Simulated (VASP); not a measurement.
A run of VASP 6.6.1 is set up as follows.

The input INCAR:

```
SYSTEM = AlN
  PREC = Accurate
  ENCUT = 600
  EDIFF = 1E-6
  ISMEAR = 0
  SIGMA = 0.15
  LREAL = .FALSE.
  LASPH = .TRUE.
  NELM = 120
  ALGO = Normal
  ISIF = 2
  LWAVE = .FALSE.
  LCHARG = .FALSE.
  GGA = PE
  NBANDS = 11
  GGA_COMPAT = .FALSE.
```

File KPOINTS:

```
Automatic mesh
0
G
  5 5 5
  0 0 0
```

The input POSCAR:

```
AlN
1.0
   -1.4413151680      1.4413151680      2.0316290150
    1.4413151680     -1.4413151680      2.0316290150
    1.4413151680      1.4413151680     -2.0316290150
Al N
1 1
Direct
    0.0000000000      0.0000000000      0.0000000000
    0.5000000000      0.5000000000      0.0000000000
```

Potentials or basis: VASP PAW PBE potentials, release 64 (Al, N).

The run is started by

```bash
$ cat potpaw_PBE.64/Al/POTCAR potpaw_PBE.64/N/POTCAR > POTCAR
$ mpirun -np 1 vasp_std > vasp.out
```

Problem. What does it give for the band gap on the k mesh?

Solution. 4.98 eV, indirect (least direct gap 5.36 eV).

Problem. Estimate the pressure.

Solution. -0.8 GPa.

Stress tensor (GPa, compression positive):
```
-1.03  0.00  0.00
 0.00 -1.03  0.00
 0.00  0.00 -0.20
```

Caveat: the k points lie up to 0.62 Å⁻¹ apart. A k mesh can miss the band edges.
